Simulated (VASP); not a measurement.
# ZrS (Fm-3m) in VASP: notebook

ZrS is run at these levels: PBEsol; tasks: single point, relaxation of cell and atoms.

Everything below comes from runs of VASP 6.6.1. Logs are shortened: lines on timing, memory, paths and dates and some standing lists are left out, and cuts for length are marked.

## 1. The cell of the first run

The structure is cubic, space group Fm-3m (No. 225). Conventional cell: a = 5.170 Å, b = 5.170 Å, c = 5.170 Å, α = 90.00°, β = 90.00°, γ = 90.00°. Within 3.4 Å of Zr (site symmetry m-3m) lie 6 S at 2.59 Å. S (site symmetry m-3m) has 6 Zr at 2.59 Å within 3.4 Å.

## 2. Single point, PBEsol

The input, INCAR:

```
  ALGO = Normal
  EDIFF = 1E-6
  ENCUT = 520
  GGA = PS
  ISIF = 2
  ISMEAR = 0
  LASPH = T
  LCHARG = F
  LREAL = F
  LWAVE = F
  NBANDS = 16
  NELM = 80
  PREC = Accurate
  SIGMA = 0.1
```

The input, KPOINTS:

```
k-points
0
Gamma
  6 6 6
```

The input, POSCAR:

```
ZrS
1.0
    0.0000000000      2.5850464901      2.5850464901
    2.5850464901      0.0000000000      2.5850464901
    2.5850464901      2.5850464901      0.0000000000
Zr S
1 1
Direct
    0.0000000000      0.0000000000      0.0000000000
    0.5000000000      0.5000000000      0.5000000000
```

Potentials or basis: VASP PAW PBE potentials, release 64 (Zr_sv, S).

On the command line:

```sh
cat potpaw_PBE.64/Zr_sv/POTCAR potpaw_PBE.64/S/POTCAR > POTCAR
mpirun -np 1 vasp_std > vasp.out
```

OUTCAR:

```text
EDIFF = 1E-6
   ENCUT = 520
   GGA = PS
   ISIF = 2
   ISMEAR = 0
   LASPH = T
   LREAL = F
   NELM = 80
   PREC = Accurate

 ion  position               nearest neighbor table
   1  0.000  0.000  0.000-   2 2.59   2 2.59   2 2.59   2 2.59   2 2.59   2 2.59
   2  0.500  0.500  0.500-   1 2.59   1 2.59   1 2.59   1 2.59   1 2.59   1 2.59

  LATTYP: Found a face centered cubic cell.
 ALAT       =     5.1700929802

  Lattice vectors:

 A1 = (   0.0000000000,   2.5850464901,   2.5850464901)
 A2 = (   2.5850464901,   0.0000000000,   2.5850464901)
 A3 = (   2.5850464901,   2.5850464901,   0.0000000000)

Analysis of symmetry for initial positions (statically):
=====================================================================
 Subroutine PRICEL returns:
 Original cell was already a primitive cell.

 Routine SETGRP: Setting up the symmetry group for a
 face centered cubic supercell.

 Subroutine GETGRP returns: Found 48 space group operations
 (whereof 48 operations were pure point group operations)
 out of a pool of 48 trial point group operations.

The static configuration has the point symmetry O_h .

Analysis of symmetry for dynamics (positions and initial velocities):
=====================================================================
 Subroutine PRICEL returns:
 Original cell was already a primitive cell.

 Routine SETGRP: Setting up the symmetry group for a
 face centered cubic supercell.

 Subroutine GETGRP returns: Found 48 space group operations
 (whereof 48 operations were pure point group operations)
 out of a pool of 48 trial point group operations.

The dynamic configuration has the point symmetry O_h .

 Subroutine INISYM returns: Found 48 space group operations
 (whereof 48 operations are pure point group operations),
 and found     1 'primitive' translations

----------------------------------------------------------------------------------------

                                     Primitive cell

  volume of cell :      34.5490

  direct lattice vectors                    reciprocal lattice vectors
     0.000000000  2.585046490  2.585046490    -0.193420119  0.193420119  0.193420119
     2.585046490  0.000000000  2.585046490     0.193420119 -0.193420119  0.193420119
     2.585046490  2.585046490  0.000000000     0.193420119  0.193420119 -0.193420119

  length of vectors
     3.655807806  3.655807806  3.655807806     0.335013473  0.335013473  0.335013473

  position of ions in fractional coordinates (direct lattice)
     0.000000000  0.000000000  0.000000000
     0.500000000  0.500000000  0.500000000

  ion indices of the primitive-cell ions
   primitive index   ion index
                 1           1
                 2           2

----------------------------------------------------------------------------------------

 KPOINTS: k-points

Automatic generation of k-mesh.
 Grid dimensions read from file:
 generate k-points for:    6    6    6

 Generating k-lattice:

  Cartesian coordinates                     Fractional coordinates (reciprocal lattice)
    -0.032236687  0.032236687  0.032236687     0.166666667  0.000000000  0.000000000
     0.032236687 -0.032236687  0.032236687     0.000000000  0.166666667  0.000000000
     0.032236687  0.032236687 -0.032236687     0.000000000  0.000000000  0.166666667

  Length of vectors
     0.055835579  0.055835579  0.055835579

  Shift w.r.t. Gamma in fractional coordinates (k-lattice)
     0.000000000  0.000000000  0.000000000

 Subroutine IBZKPT returns following result:
 ===========================================

 Found     16 irreducible k-points:

 Following reciprocal coordinates:
            Coordinates               Weight
  0.000000  0.000000  0.000000      1.000000
  0.166667  0.000000  0.000000      8.000000
  0.333333  0.000000  0.000000      8.000000
  0.500000  0.000000  0.000000      4.000000
  0.166667  0.166667  0.000000      6.000000
  0.333333  0.166667  0.000000     24.000000
[... 8 lines left out ...]
 -0.333333  0.333333  0.166667     24.000000
 -0.333333  0.500000  0.166667     12.000000
   k-points           NKPTS =     16   k-points in BZ     NKDIM =     16   number of bands    NBANDS=     16
   number of dos      NEDOS =    301   number of ions     NIONS =      2
   total plane-waves  NPLWV =  21952
   dimension x,y,z NGX =    28 NGY =   28 NGZ =   28
   dimension x,y,z NGXF=    56 NGYF=   56 NGZF=   56
   ions per type =               1   1
   NGX,Y,Z   is equivalent  to a cutoff of  12.73, 12.73, 12.73 a.u.
   NGXF,Y,Z  is equivalent  to a cutoff of  25.47, 25.47, 25.47 a.u.
 SYSTEM =  unknown system
   PREC   = accura    normal or accurate (medium, high low for compatibility)
   ISTART =      0    job   : 0-new  1-cont  2-samecut
   ICHARG =      2    charge: 1-file 2-atom 10-const
   ISPIN  =      1    spin polarized calculation?
   LNONCOLLINEAR =      F non collinear calculations
   LSORBIT =      F    spin-orbit coupling
   LASPH  =      T    aspherical Exc in radial PAW
   ENCUT  =  520.0 eV  38.22 Ry    6.18 a.u.   6.80  6.80  6.80*2*pi/ulx,y,z
   NELM   =     80;   NELMIN=  2; NELMDL= -5     # of ELM steps
   EDIFF  = 0.1E-05   stopping-criterion for ELM
   LREAL  =      F    real-space projection
   EDIFFG = 0.1E-04   stopping-criterion for IOM
   NSW    =      0    number of steps for IOM
   IBRION =     -1    ionic relax: 0-MD 1-quasi-New 2-CG
   NFREE  =      0    steps in history (QN), initial steepest desc. (CG)
   ISIF   =      2    stress and relaxation
   ISYM   =      2    0-nonsym 1-usesym 2-fastsym
   POTIM  = 0.5000    time-step for ionic-motion
   TEBEG  =    0.0;   TEEND  =   0.0 temperature during run
   PSTRESS=    0.0 pullay stress
   NELECT =      18.0000    total number of electrons
   NUPDOWN=      -1.0000    fix difference up-down
   EMIN   =  10.00;   EMAX   =-10.00  energy-range for DOS
   EFERMI =   0.00;   METHOD = LEGACY
   ISMEAR =     0;   SIGMA  =   0.10  broadening in eV -4-tet -1-fermi 0-gaus
   EFERMI_NEDOS =   21; number of points for ismear=-14 and -15
   IALGO  =     38    algorithm
   IMIX   =      4    mixing-type and parameters
     AMIX     =   0.40;   BMIX     =  1.00
     AMIX_MAG =   1.60;   BMIX_MAG =  1.00
  volume/ion in A,a.u.               =      17.27       116.57
  Fermi-wavevector in a.u.,A,eV,Ry     =   1.317308  2.489351 23.610193  1.735300
  Thomas-Fermi vector in A             =   2.447358
   LORBIT       =      0    0 simple, 1 ext, 2 COOP (PROOUT), +10 PAW based schemes
   GGA     = PS    functional components
   LHFCALC =     F    Hartree Fock is set to
   AEXX    =    0.0000 exact exchange contribution
   IVDW    =     0    specifies the selected vdW correction
   LEPSILON=     F    determine dielectric tensor
   LRPA    =     F    only Hartree local field effects (RPA)
 non-spin polarized calculation
 Gauss-broadening in eV      SIGMA  =   0.10
  energy-cutoff  :      520.00
  volume of cell :       34.55
 maximum number of plane-waves:       941
   NGX = 13   NGY = 13   NGZ = 13

 number of electron      17.9999999 magnetization

 Free energy of the ion-electron system (eV)
  ---------------------------------------------------
  ext. energy  EPLUGINS =         0.00000000
  ---------------------------------------------------
  free energy    TOTEN  =       -16.47004108 eV

  energy without entropy =      -16.45716670  energy(sigma->0) =      -16.46360389

 E-fermi :  11.2800     XC(G=0): -11.6847

 val. band max:       11.2364595260   @ k =   0.3333   0.0000   0.0000
 cond. band min:      11.2892671196   @ k =  -0.3333   0.3333   0.1667
 fundamental gap:      0.0528075937
 Fermi energy:        11.2800164306

 k-point     1 :       0.0000    0.0000    0.0000
  band No.  band energies     occupation
      1     -38.6284      2.00000
      2     -16.6255      2.00000
      3     -16.6255      2.00000
      4     -16.6255      2.00000
      5      -4.8409      2.00000
      6       7.6684      2.00000
[... 8 lines left out ...]
     15      18.3139      0.00000
     16      23.9660      0.00000

 k-point     2 :       0.1667    0.0000    0.0000
  band No.  band energies     occupation
      1     -38.6201      2.00000
      2     -16.7356      2.00000
      3     -16.6346      2.00000
      4     -16.6346      2.00000
      5      -4.4671      2.00000
      6       6.0035      2.00000
[... 8 lines left out ...]
     15      19.3291      0.00000
     16      22.2708      0.00000

 k-point     3 :       0.3333    0.0000    0.0000
  band No.  band energies     occupation
      1     -38.6035      2.00000
      2     -16.9463      2.00000
      3     -16.6529      2.00000
      4     -16.6529      2.00000
      5      -3.6185      2.00000
      6       3.8696      2.00000
[... 8 lines left out ...]
     15      19.3791      0.00000
     16      19.3791      0.00000

 k-point     4 :       0.5000    0.0000    0.0000
  band No.  band energies     occupation
      1     -38.5951      2.00000
      2     -17.0473      2.00000
      3     -16.6620      2.00000
      4     -16.6620      2.00000
      5      -3.1055      2.00000
      6       2.9262      2.00000
[... 8 lines left out ...]
     15      17.2072      0.00000
     16      17.2072      0.00000
[... 172 lines left out ...]
 k-point    14 :       0.5000    0.3333    0.1667
  band No.  band energies     occupation
      1     -38.5927      2.00000
      2     -16.9185      2.00000
      3     -16.7688      2.00000
      4     -16.6992      2.00000
      5      -3.6067      2.00000
      6       4.0546      2.00000
[... 8 lines left out ...]
     15      17.7880      0.00000
     16      19.3462      0.00000

 k-point    15 :      -0.3333    0.3333    0.1667
  band No.  band energies     occupation
      1     -38.5873      2.00000
      2     -16.9280      2.00000
      3     -16.8076      2.00000
      4     -16.7236      2.00000
      5      -3.4808      2.00000
      6       4.1501      2.00000
[... 8 lines left out ...]
     15      19.2194      0.00000
     16      19.7264      0.00000

 k-point    16 :      -0.3333    0.5000    0.1667
  band No.  band energies     occupation
      1     -38.5847      2.00000
      2     -16.9044      2.00000
      3     -16.8055      2.00000
      4     -16.7716      2.00000
      5      -3.6927      2.00000
      6       4.9623      2.00000
[... 8 lines left out ...]
     15      19.1575      0.00000
     16      20.6796      0.00000

------------------------ aborting loop because EDIFF is reached ----------------------------------------

  FORCE on cell =-STRESS in cart. coord.  units (eV):
  Direction    XX          YY          ZZ          XY          YZ          ZX
  --------------------------------------------------------------------------------------
  -------------------------------------------------------------------------------------
  Total        0.0494124      0.0494124      0.0494124      0.0000000     -0.0000000      0.0000000
  in kB        2.2914574      2.2914574      2.2914574      0.0000000     -0.0000000      0.0000000
  external PRESSURE =       2.2914574 kB  Pullay stress =       0.0000000 kB

 VOLUME and BASIS-vectors are now :
 -----------------------------------------------------------------------------
  energy-cutoff  :      520.00
  volume of cell :       34.55
      direct lattice vectors                 reciprocal lattice vectors
     0.000000000  2.585046490  2.585046490    -0.193420119  0.193420119  0.193420119
     2.585046490  0.000000000  2.585046490     0.193420119 -0.193420119  0.193420119
     2.585046490  2.585046490  0.000000000     0.193420119  0.193420119 -0.193420119

 POSITION                                       TOTAL-FORCE (eV/Angst)
 -----------------------------------------------------------------------------------
      0.00000      0.00000      0.00000         0.000000      0.000000      0.000000
      2.58505      2.58505      2.58505        -0.000000     -0.000000     -0.000000
 -----------------------------------------------------------------------------------
    total drift:                                0.000000      0.000000      0.000000

  FREE ENERGIE OF THE ION-ELECTRON SYSTEM (eV)
  ---------------------------------------------------
  free  energy   TOTEN  =       -16.4700410826 eV

  energy  without entropy=      -16.4571667029  energy(sigma->0) =      -16.46360389
```

Run time: 14 s. Hardware: 1 thread of AMD EPYC 7R43 (Zen 3), shared host; peak memory 0.12 GiB.

What came out:

```
Free energy            : -16.4700 eV
Pressure               : 0.2 GPa
Band gap on the k mesh : zero (band 9 reaches 12.74 eV, above the bottom of band 10 at 9.71 eV)
```

Caveat: the PAW data sets were made with another functional, which shifts forces and pressure a little.

## 3. Relaxation of cell and atoms, PBEsol

This run uses another cell than the first one, of 18.09 Å³/atom, 1.047 times its volume.

The input, INCAR:

```
SYSTEM = ZrS
PREC = Accurate
ENCUT = 600
EDIFF = 1E-6
ISMEAR = 0
SIGMA = 0.1
LREAL = .FALSE.
LASPH = .TRUE.
NELM = 60
ALGO = Normal
ISIF = 3
LWAVE = .FALSE.
LCHARG = .FALSE.
GGA = PS
IBRION = 2
NSW = 80
EDIFFG = -0.01
```

The input, KPOINTS:

```
regular mesh
0
G
  2 2 2
  0 0 0
```

The input, POSCAR:

```
ZrS
1.0
    0.0000000000      2.6250000000      2.6250000000
    2.6250000000      0.0000000000      2.6250000000
    2.6250000000      2.6250000000      0.0000000000
Zr S
1 1
Direct
    0.0000000000      0.0000000000      0.0000000000
    0.5000000000      0.5000000000      0.5000000000
```

Potentials or basis: VASP PAW PBE potentials, release 64 (Zr_sv, S).

On the command line:

```sh
cat potpaw_PBE.64/Zr_sv/POTCAR potpaw_PBE.64/S/POTCAR > POTCAR
mpirun -np 1 vasp_std > vasp.out
```

Wall time 17 s (1 thread of AMD EPYC 7R43 (Zen 3), shared host); peak memory 0.14 GiB.

Results (log left out):

```yaml
Free_energy: -16.9853 eV
Relaxed_volume: 17.22 Å³/atom
Relaxed_cell: a = 3.652 Å, b = 3.652 Å, c = 3.652 Å, α = 60.00°, β = 60.00°, γ = 60.00°
Space_group_after_relaxing_to_0.05_Å: Fm-3m (No. 225)
Energy_gained_by_relaxing: 20.3 meV/atom
Ionic_steps: 4
Pressure_after_relaxing: 0.0 GPa
```

The path:
| step | energy change (eV) | largest force (eV/Å) | pressure (GPa) | volume (Å³) |
| --- | --- | --- | --- | --- |
| 1 | 0.0000 | 0.0000 | -7.15 | 36.18 |
| 2 | 0.0514 | 0.0000 | 13.46 | 32.11 |
| 3 | -0.0405 | 0.0000 | -0.14 | 34.48 |
| 4 | -0.0405 | 0.0000 | 0.01 | 34.44 |

Final structure:
```cif
data_structure
_symmetry_space_group_name_H-M 'P 1'
_symmetry_Int_Tables_number 1
_cell_length_a 3.6520
_cell_length_b 3.6520
_cell_length_c 3.6520
_cell_angle_alpha 60.000
_cell_angle_beta 60.000
_cell_angle_gamma 60.000
_cell_volume 34.44
loop_
_atom_site_label
_atom_site_type_symbol
_atom_site_fract_x
_atom_site_fract_y
_atom_site_fract_z
_atom_site_occupancy
Zr1 Zr 0.00000 0.00000 0.00000 1
S1 S 0.50000 0.50000 0.50000 1
```

Levels at points of the mesh, in eV from the Fermi level:
```
           k point  band 6  band 7  band 8  band 9  band 10  band 11  band 12  band 13
(0.00, 0.00, 0.00)   -3.05   -3.05   -3.05   -1.31    -1.31    -1.31    -0.55    -0.55
(0.50, 0.00, 0.00)   -7.95   -5.79   -5.79    1.71     1.71     2.14     2.15     6.20
(0.50, 0.50, 0.00)   -5.98   -4.05   -4.05   -3.53     0.73     2.66     2.66     3.25
```

Caveat: the k points lie up to 1.05 Å⁻¹ apart in the final cell; the bands computed are all filled at some k points, so no gap is given; the PAW data sets were made with another functional, which shifts forces and pressure a little.

## 4. Single point, PBEsol

This run uses another cell than the first one, of 17.22 Å³/atom, 0.997 times its volume.

The input, INCAR:

```
PREC = Accurate
ENCUT = 520
EDIFF = 1E-7
ISMEAR = 0
SIGMA = 0.1
LREAL = F
LASPH = T
NELM = 60
ALGO = Normal
ISIF = 2
LWAVE = F
LCHARG = F
GGA = PS
NBANDS = 16
```

The input, KPOINTS:

```
regular mesh
0
Gamma
  8 8 8
```

The input, POSCAR:

```
ZrS
1.0
    0.0000000000      2.5821594551      2.5821594551
    2.5821594551      0.0000000000      2.5821594551
    2.5821594551      2.5821594551      0.0000000000
Zr S
1 1
Direct
    0.0000000000      0.0000000000      0.0000000000
    0.5000000000      0.5000000000      0.5000000000
```

On the command line:

```sh
cat potpaw_PBE.64/Zr_sv/POTCAR potpaw_PBE.64/S/POTCAR > POTCAR
mpirun -np 1 vasp_std > vasp.out
```

Run time: 23 s. Hardware: 1 thread of AMD EPYC 7R43 (Zen 3), shared host; peak memory 0.12 GiB.

It converged, with:

```yaml
Free_energy: -16.5114 eV
Pressure: 0.2 GPa
Band_gap_on_the_k_mesh: zero (band 9 reaches 12.83 eV, above the bottom of band 10 at 9.76 eV)
```

Levels at points of the mesh, in eV from the Fermi level:
| k point | band 5 | band 6 | band 7 | band 8 | band 9 | band 10 | band 11 | band 12 | band 13 | band 14 |
| --- | --- | --- | --- | --- | --- | --- | --- | --- | --- | --- |
| (0.00, 0.00, 0.00) | -16.12 | -3.59 | -3.59 | -3.59 | -1.53 | -1.53 | -1.53 | -0.79 | -0.79 | 2.15 |
| (0.50, 0.00, 0.00) | -14.37 | -8.34 | -6.22 | -6.22 | 1.54 | 1.54 | 1.86 | 1.90 | 5.87 | 5.87 |
| (0.50, 0.50, 0.00) | -15.23 | -6.40 | -4.55 | -4.55 | -3.75 | 0.49 | 2.51 | 2.51 | 2.96 | 3.62 |

Caveat: the PAW data sets were made with another functional, which shifts forces and pressure a little.

## 5. Overview

```csv
task,cell,k mesh,cutoff (eV),gap on the mesh (eV),pressure (GPa)
single point,"a = 3.656 Å, angles 60.0°, 2 atoms",6 × 6 × 6,520,none,0.2
relaxation of cell and atoms,"relaxed from a = 3.712 Å, angles 60.0°, 2 atoms",2 × 2 × 2,600,-,0.0
single point,"a = 3.652 Å, angles 60.0°, 2 atoms",8 × 8 × 8,520,none,0.2
```

Alike in all rows: level PBEsol; potentials or basis VASP PAW PBE potentials, release 64 (Zr_sv, S); no spin polarisation; smearing gaussian 0.1 eV.

Caveats: some runs use coarse meshes; the PAW data sets were made with another functional, which shifts forces and pressure a little; the bands computed are all filled at some k points, so no gap is given (some runs).

Total energies depend on the potentials used, so only differences within one code and one set of settings carry meaning.
